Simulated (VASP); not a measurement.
# BN (P6_3mc) in VASP: further runs, part 2 of 2

VASP 6.6.1. The steps go on from the part before.

### Step 5. Single point, PBE-based screened hybrid

The input, POSCAR:

```
BN
1.0
    2.5539396017      0.0000000000      0.0000000000
   -1.2769698009      2.2117765748      0.0000000000
    0.0000000000      0.0000000000      4.2268550000
N B
2 2
Direct
    0.3333333333      0.6666666667      0.1252760000
    0.6666666667      0.3333333333      0.6252760000
    0.3333333333      0.6666666667      0.4997240000
    0.6666666667      0.3333333333      0.9997240000
```

The input, INCAR.step1:

```
ALGO = Normal
EDIFF = 1E-5
ENCUT = 520
GGA = PE
ISIF = 2
ISMEAR = -1
LASPH = T
LREAL = F
LWAVE = T
NBANDS = 16
NELM = 100
PREC = Accurate
SIGMA = 0.05
```

The input, INCAR.step2:

```
AEXX = 0.25
ALGO = Normal
EDIFF = 1E-6
ENCUT = 520
GGA = PE
HFSCREEN = 0.3
ISIF = 2
ISMEAR = -1
ISTART = 1
LASPH = T
LCHARG = T
LELF = T
LHFCALC = T
LREAL = F
LVHAR = T
LWAVE = F
NBANDS = 16
NELM = 100
PREC = Accurate
PRECFOCK = Normal
SIGMA = 0.05
```

The input, KPOINTS:

```
k-points
0
Gamma
  6 6 3
```

Potentials or basis: VASP PAW PBE potentials, release 64 (N, B).

Started as:

```sh
$ cat potpaw_PBE.64/N/POTCAR potpaw_PBE.64/B/POTCAR > POTCAR
$ cp INCAR.step1 INCAR
$ mpirun -np 1 vasp_std > vasp.out
$ cp INCAR.step2 INCAR
$ mpirun -np 1 vasp_std > vasp.out
```

OUTCAR:

```text
AEXX = 0.25
   EDIFF = 1E-6
   ENCUT = 520
   GGA = PE
   HFSCREEN = 0.3
   ISIF = 2
   ISMEAR = -1
   ISTART = 1
   LASPH = T
   LHFCALC = T
   LREAL = F
   NELM = 100
   PREC = Accurate
   PRECFOCK = Normal

 ion  position               nearest neighbor table
   1  0.333  0.667  0.125-   4 1.57   4 1.57   4 1.57   3 1.58
   2  0.667  0.333  0.625-   3 1.57   3 1.57   3 1.57   4 1.58
   3  0.333  0.667  0.500-   2 1.57   2 1.57   2 1.57   1 1.58
   4  0.667  0.333  1.000-   1 1.57   1 1.57   1 1.57   2 1.58

  LATTYP: Found a hexagonal cell.
 ALAT       =     2.5539396017
 C/A-ratio  =     1.6550332659

  Lattice vectors:

 A1 = (   2.5539396017,   0.0000000000,   0.0000000000)
 A2 = (  -1.2769698009,   2.2117765748,   0.0000000000)
 A3 = (   0.0000000000,   0.0000000000,   4.2268550000)

Analysis of symmetry for initial positions (statically):
=====================================================================
 Subroutine PRICEL returns:
 Original cell was already a primitive cell.

 Routine SETGRP: Setting up the symmetry group for a
 hexagonal supercell.

 Subroutine GETGRP returns: Found 12 space group operations
 (whereof  6 operations were pure point group operations)
 out of a pool of 24 trial point group operations.

The static configuration has the point symmetry C_3v.
 The point group associated with its full space group is C_6v.

Analysis of symmetry for dynamics (positions and initial velocities):
=====================================================================
 Subroutine PRICEL returns:
 Original cell was already a primitive cell.

 Routine SETGRP: Setting up the symmetry group for a
 hexagonal supercell.

 Subroutine GETGRP returns: Found 12 space group operations
 (whereof  6 operations were pure point group operations)
 out of a pool of 24 trial point group operations.

The dynamic configuration has the point symmetry C_3v.
 The point group associated with its full space group is C_6v.

 Subroutine INISYM returns: Found 12 space group operations
 (whereof  6 operations are pure point group operations),
 and found     1 'primitive' translations

----------------------------------------------------------------------------------------

                                     Primitive cell

  volume of cell :      23.8764

  direct lattice vectors                    reciprocal lattice vectors
     2.553939602  0.000000000  0.000000000     0.391551938  0.226062617  0.000000000
    -1.276969801  2.211776575  0.000000000     0.000000000  0.452125233  0.000000000
     0.000000000  0.000000000  4.226855000     0.000000000  0.000000000  0.236582518

  length of vectors
     2.553939602  2.553939602  4.226855000     0.452125233  0.452125233  0.236582518

  position of ions in fractional coordinates (direct lattice)
     0.333333333  0.666666667  0.125276000
     0.666666667  0.333333333  0.625276000
     0.333333333  0.666666667  0.499724000
     0.666666667  0.333333333  0.999724000

[... 43 lines left out ...]
  0.166667  0.000000  0.333333     12.000000
  0.333333  0.000000  0.333333     12.000000
  0.500000  0.000000  0.333333      6.000000
  0.166667  0.166667  0.333333     12.000000
  0.333333  0.166667  0.333333     24.000000
  0.333333  0.333333  0.333333      4.000000
   k-points           NKPTS =     14   k-points in BZ     NKDIM =    108   number of bands    NBANDS=     16
   number of dos      NEDOS =    301   number of ions     NIONS =      4
   total plane-waves  NPLWV =  12800
   dimension x,y,z NGX =    20 NGY =   20 NGZ =   32
   dimension x,y,z NGXF=    40 NGYF=   40 NGZF=   64
   ions per type =               2   2
   NGX,Y,Z   is equivalent  to a cutoff of  13.02, 13.02, 12.59 a.u.
   NGXF,Y,Z  is equivalent  to a cutoff of  26.04, 26.04, 25.17 a.u.
 SYSTEM =  unknown system
   PREC   = accura    normal or accurate (medium, high low for compatibility)
   ISTART =      1    job   : 0-new  1-cont  2-samecut
   ICHARG =      0    charge: 1-file 2-atom 10-const
   ISPIN  =      1    spin polarized calculation?
   LNONCOLLINEAR =      F non collinear calculations
   LSORBIT =      F    spin-orbit coupling
   LASPH  =      T    aspherical Exc in radial PAW
   ENCUT  =  520.0 eV  38.22 Ry    6.18 a.u.   4.75  4.75  7.86*2*pi/ulx,y,z
   NELM   =    100;   NELMIN=  2; NELMDL=  0     # of ELM steps
   EDIFF  = 0.1E-05   stopping-criterion for ELM
   LREAL  =      F    real-space projection
   EDIFFG = 0.1E-04   stopping-criterion for IOM
   NSW    =      0    number of steps for IOM
   IBRION =     -1    ionic relax: 0-MD 1-quasi-New 2-CG
   NFREE  =      0    steps in history (QN), initial steepest desc. (CG)
   ISIF   =      2    stress and relaxation
   ISYM   =      3    0-nonsym 1-usesym 2-fastsym
   POTIM  = 0.5000    time-step for ionic-motion
   TEBEG  =    0.0;   TEEND  =   0.0 temperature during run
   PSTRESS=    0.0 pullay stress
   NELECT =      16.0000    total number of electrons
   NUPDOWN=      -1.0000    fix difference up-down
   EMIN   =  10.00;   EMAX   =-10.00  energy-range for DOS
   EFERMI =   0.00;   METHOD = LEGACY
   ISMEAR =    -1;   SIGMA  =   0.05  broadening in eV -4-tet -1-fermi 0-gaus
   EFERMI_NEDOS =   21; number of points for ismear=-14 and -15
   IALGO  =     38    algorithm
   IMIX   =      1    mixing-type and parameters
     AMIX     =   0.40;   BMIX     =  1.00
     AMIX_MAG =   1.60;   BMIX_MAG =  1.00
  volume/ion in A,a.u.               =       5.97        40.28
  Fermi-wavevector in a.u.,A,eV,Ry     =   1.432600  2.707222 27.923836  2.052344
  Thomas-Fermi vector in A             =   2.552210
   LORBIT       =      0    0 simple, 1 ext, 2 COOP (PROOUT), +10 PAW based schemes
   GGA     = PE    functional components
   LHFCALC =     T    Hartree Fock is set to
   PRECFOCK=normal    Normal, Fast or Accurate (Low or Medium for compatibility)
   ENCUT4O =  -1.0   cutoff for four orbital integrals eV
   NKREDX  =     1    reduce k-point grid by
   NKREDY  =     1    reduce k-point grid by
   NKREDZ  =     1    reduce k-point grid by
   AEXX    =    0.2500 exact exchange contribution
   HFSCREEN=    0.3000 screening length (either q_TF or 0.3 A-1)
   HFSCREENC=   0.3000 screening length for correlation (either q_TF or 0.3 A-1)
   ENCUTFOCK=  -1.0 apply spherical cutoff to Coloumb kernel
   IVDW    =     0    specifies the selected vdW correction
   LEPSILON=     F    determine dielectric tensor
   LRPA    =     F    only Hartree local field effects (RPA)
 non-spin polarized calculation
  energy-cutoff  :      520.00
  volume of cell :       23.88
 maximum number of plane-waves:       660
 NGX is ok and might be reduce to    20
  NGX = 16; NGY = 16; NGZ = 24

 number of electron      16.0000000 magnetization

 Free energy of the ion-electron system (eV)
  ---------------------------------------------------
  ext. energy  EPLUGINS =         0.00000000
  ---------------------------------------------------
  free energy    TOTEN  =       -39.78295335 eV

  energy without entropy =      -39.78295335  energy(sigma->0) =      -39.78295335

 E-fermi :   7.7623     XC(G=0): -10.5901

 val. band max:        6.7251787549   @ k =   0.0000   0.0000   0.0000
 cond. band min:      13.0032044778   @ k =   0.3333   0.3333   0.0000
 fundamental gap:      6.2780257230
 Fermi energy:         7.7623195089

 k-point     1 :       0.0000    0.0000    0.0000
  band No.  band energies     occupation
      1     -15.3736      2.00000
      2     -10.9875      2.00000
      3      -4.9752      2.00000
      4       4.4637      2.00000
      5       4.4637      2.00000
      6       6.4481      2.00000
[... 243 lines left out ...]
      3      -2.5135      2.00000
      4      -2.5135      2.00000
      5      -2.3299      2.00000
      6      -0.4258      2.00000
[... 8 lines left out ...]
     15      25.2076      0.00000
     16      25.2076      0.00000

------------------------ aborting loop because EDIFF is reached ----------------------------------------

  FORCE on cell =-STRESS in cart. coord.  units (eV):
  Direction    XX          YY          ZZ          XY          YZ          ZX
  --------------------------------------------------------------------------------------
  -------------------------------------------------------------------------------------
  Total       -1.1814197     -1.1814197     -1.3628149      0.0000000      0.0000000      0.0000000
  in kB      -79.2767003    -79.2767003    -91.4488444      0.0000000      0.0000000      0.0000000
  external PRESSURE =     -83.3340816 kB  Pullay stress =       0.0000000 kB

 VOLUME and BASIS-vectors are now :
 -----------------------------------------------------------------------------
  energy-cutoff  :      520.00
  volume of cell :       23.88
      direct lattice vectors                 reciprocal lattice vectors
     2.553939602  0.000000000  0.000000000     0.391551938  0.226062617  0.000000000
    -1.276969801  2.211776575  0.000000000     0.000000000  0.452125233  0.000000000
     0.000000000  0.000000000  4.226855000     0.000000000  0.000000000  0.236582518

 POSITION                                       TOTAL-FORCE (eV/Angst)
 -----------------------------------------------------------------------------------
     -0.00000      1.47452      0.52952        -0.000000      0.000000     -0.036328
      1.27697      0.73726      2.64295         0.000000     -0.000000     -0.036328
     -0.00000      1.47452      2.11226        -0.000000      0.000000      0.036328
      1.27697      0.73726      4.22569        -0.000000      0.000000      0.036328
 -----------------------------------------------------------------------------------
    total drift:                                0.000000      0.000000      0.000074

  FREE ENERGIE OF THE ION-ELECTRON SYSTEM (eV)
  ---------------------------------------------------
  free  energy   TOTEN  =       -39.7829533519 eV

  energy  without entropy=      -39.7829533518  energy(sigma->0) =      -39.78295335
```

Wall time 10 min (1 thread of AMD EPYC 7R13, shared host); peak memory 0.21 GiB.

What came out:

| Property | Result |
| --- | --- |
| Free energy | -39.7830 eV |
| Pressure | -8.3 GPa |
| Largest force | 0.036 eV/Å |
| Band gap on the k mesh | 6.28 eV, indirect (least direct gap 9.62 eV) |

Forces in eV/Å, atoms in the order of the input:
```
N    0.000  0.000 -0.036
N    0.000  0.000 -0.036
B    0.000  0.000  0.036
B    0.000  0.000  0.036
```

Levels at points of the mesh, in eV from the valence-band top:
```tsv
k point	band 6	band 7	band 8	band 9	band 10	band 11
(0.00, 0.00, 0.00)	-0.28	0.00	0.00	9.76	9.76	9.98
(0.50, 0.00, 0.00)	-5.32	-4.63	-2.26	7.86	9.19	12.07
```

Caveat: the k points lie up to 0.50 Å⁻¹ apart; the PAW data sets were made with another functional, which shifts forces and pressure a little.

### Step 6. Single point, LDA

This run uses another cell than the first one, of 5.73 Å³/atom, 0.960 times its volume.

The input, INCAR:

```
PREC = Accurate
ENCUT = 910
EDIFF = 1E-6
ISMEAR = -1
SIGMA = 0.05
LREAL = F
LASPH = T
NELM = 120
ALGO = Normal
ISIF = 2
LWAVE = F
LCHARG = F
NBANDS = 16
GGA_COMPAT = F
```

The input, KPOINTS:

```
regular mesh
0
Gamma
  12 12 6
```

The input, POSCAR:

```
BN
1.0
    2.5194226731      0.0000000000      0.0000000000
   -1.2597113366      2.1818840378      0.0000000000
    0.0000000000      0.0000000000      4.1697283350
N B
2 2
Direct
    0.3333333333      0.6666666667      0.1252760000
    0.6666666667      0.3333333333      0.6252760000
    0.3333333333      0.6666666667      0.4997240000
    0.6666666667      0.3333333333      0.9997240000
```

Potentials or basis: VASP PAW LDA potentials, release 64 (N_h, B_h).

Started as:

```sh
$ cat potpaw_LDA.64/N_h/POTCAR potpaw_LDA.64/B_h/POTCAR > POTCAR
$ mpirun -np 1 vasp_std > vasp.out
```

Wall time 21 s (1 thread of Intel Xeon 6975P-C (Granite Rapids), shared host); peak memory 0.18 GiB.

It converged, with:

* Free energy: -38.7656 eV
* Pressure: 2.2 GPa
* Largest force: 0.011 eV/Å
* Band gap on the k mesh: 4.90 eV, indirect (least direct gap 8.30 eV)

Forces on the atoms (eV/Å):
```
N    0.000  0.000  0.011
N    0.000  0.000  0.011
B    0.000  0.000 -0.011
B    0.000  0.000 -0.011
```

Stress tensor (GPa, compression positive):
```
2.26 0.00 0.00
0.00 2.26 0.00
0.00 0.00 2.06
```

Levels at points of the mesh, in eV from the valence-band top:
```csv
k point,band 6,band 7,band 8,band 9,band 10,band 11
"(0.00, 0.00, 0.00)",-0.30,0.00,0.00,8.37,8.37,8.64
"(0.50, 0.00, 0.00)",-5.16,-4.62,-2.19,6.73,7.90,10.63
"(0.00, 0.00, 0.50)",-1.22,-1.22,-1.22,9.74,9.74,9.96
"(0.50, 0.00, 0.50)",-3.91,-3.69,-3.69,6.60,6.60,10.17
```

Caveat: the cutoff is under 1.25 times the usual one of these potentials, so pressure, stress and relaxed cells hold a basis-set (Pulay) error.

### Step 7. Summary

| level | potentials or basis | cell | k mesh | cutoff (eV) | grid for exact exchange (PRECFOCK) | share of exact exchange | screening parameter | second run | gap on the mesh (eV) | pressure (GPa) | largest force (eV/Å) |
| --- | --- | --- | --- | --- | --- | --- | --- | --- | --- | --- | --- |
| PBE-based screened hybrid | VASP PAW PBE potentials, release 64 (N, B) | a = 2.554, b = 2.554, c = 4.227 Å, angles 90.0, 90.0, 120.0°, 4 atoms | 6 × 6 × 3 | 520 | Normal | 0.25 | 0.1 1/Å | - | 6.88 | -9.0 | 0.03 |
| PBE-based screened hybrid | VASP PAW PBE potentials, release 64 (N, B) | a = 2.554, b = 2.554, c = 4.227 Å, angles 90.0, 90.0, 120.0°, 4 atoms | 6 × 6 × 3 | 520 | Normal | 0.25 | 0.15 1/Å | - | 6.70 | -8.9 | 0.03 |
| PBE-based screened hybrid | VASP PAW PBE potentials, release 64 (N, B) | a = 2.554, b = 2.554, c = 4.227 Å, angles 90.0, 90.0, 120.0°, 4 atoms | 6 × 6 × 3 | 520 | Normal | 0.25 | 0.2 1/Å | - | 6.54 | -8.7 | 0.04 |
| PBE-based screened hybrid | VASP PAW PBE potentials, release 64 (N, B) | a = 2.554, b = 2.554, c = 4.227 Å, angles 90.0, 90.0, 120.0°, 4 atoms | 6 × 6 × 3 | 520 | Normal | 0.25 | 0.3 1/Å | - | 6.28 | -8.3 | 0.04 |
| LDA | VASP PAW LDA potentials, release 64 (N_h, B_h) | a = 2.519, b = 2.519, c = 4.170 Å, angles 90.0, 90.0, 120.0°, 4 atoms | 12 × 12 × 6 | 910 | - | - | - | hard_potentials | 4.90 | 2.2 | 0.01 |

Alike in all rows: task single point; no spin polarisation; smearing fermi-dirac 0.05 eV.

Caveats: some runs use coarse meshes; the PAW data sets were made with another functional, which shifts forces and pressure a little (some runs); the cutoff is under 1.25 times the usual one of these potentials, so pressure, stress and relaxed cells hold a basis-set (Pulay) error (some runs).

Total energies depend on the potentials used, so only differences within one code and one set of settings carry meaning.
